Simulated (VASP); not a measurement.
## Ga2Sb2CO: single point with PBE+D3(BJ)

The system is Ga2Sb2CO, a slab with vacuum.

```
Sb Ga O C
1.0
     4.33438    0.00000    0.00000
    -2.16719    3.75368    0.00000
     0.00000    0.00000   23.61974
Sb Ga O C
2 2 1 1
Cartesian
  0.0000 0.0000 4.0000
  0.0000 2.5025 7.6992
  0.0000 2.5025 4.8848
  2.1672 1.2512 8.4697
  3.6120 2.0854 11.5697
  3.6120 2.0854 12.7197
```

```yaml
Program: VASP 6.6.1
Task: single point
Functional: PBE
Dispersion: D3(BJ)
Potentials_or_basis: VASP PAW PBE potentials, release 64 (Sb_d_GW, Ga_d, O, C)
Cutoff: 520 eV
k_mesh: 6 × 6 × 1
Occupations: gaussian, width 0.1 eV
Spin: no spin polarisation
```

| Property | Result |
| --- | --- |
| Largest force | 0.700 eV/Å |
| Band gap on the k mesh | 0.02 eV (least direct gap 0.16 eV) |
| Dispersion energy per atom | -0.167 eV |

Forces in eV/Å, atoms in the order of the input:
```
Sb   0.006  0.004  0.159
Sb  -0.003 -0.001 -0.055
Ga  -0.001  0.000 -0.129
Ga  -0.007 -0.004 -0.022
O    0.005  0.003  0.700
C   -0.001  0.000 -0.654
```

Levels at points of the mesh, in eV from the valence-band top:
| k point | band 29 | band 30 | band 31 | band 32 | band 33 | band 34 | band 35 | band 36 | band 37 | band 38 |
| --- | --- | --- | --- | --- | --- | --- | --- | --- | --- | --- |
| (0.00, 0.00, 0.00) | -2.11 | -1.13 | -1.13 | 0.00 | 0.00 | 0.16 | 0.90 | 1.38 | 1.39 | 1.79 |
| (0.50, 0.00, 0.00) | -5.76 | -2.52 | -2.47 | -1.30 | -1.21 | 0.35 | 0.67 | 1.19 | 1.25 | 1.69 |
| (0.00, 0.50, 0.00) | -5.76 | -2.52 | -2.46 | -1.30 | -1.20 | 0.35 | 0.64 | 1.18 | 1.27 | 1.66 |

Run time: 6.8 min on 1 thread of Intel(R) Xeon(R) Platinum 8375C CPU @ 2.90GHz (Ice Lake) (shared host), peak memory 0.61 GiB.

Caveat: spin-orbit coupling is left out, which moves the levels of the heavy elements.
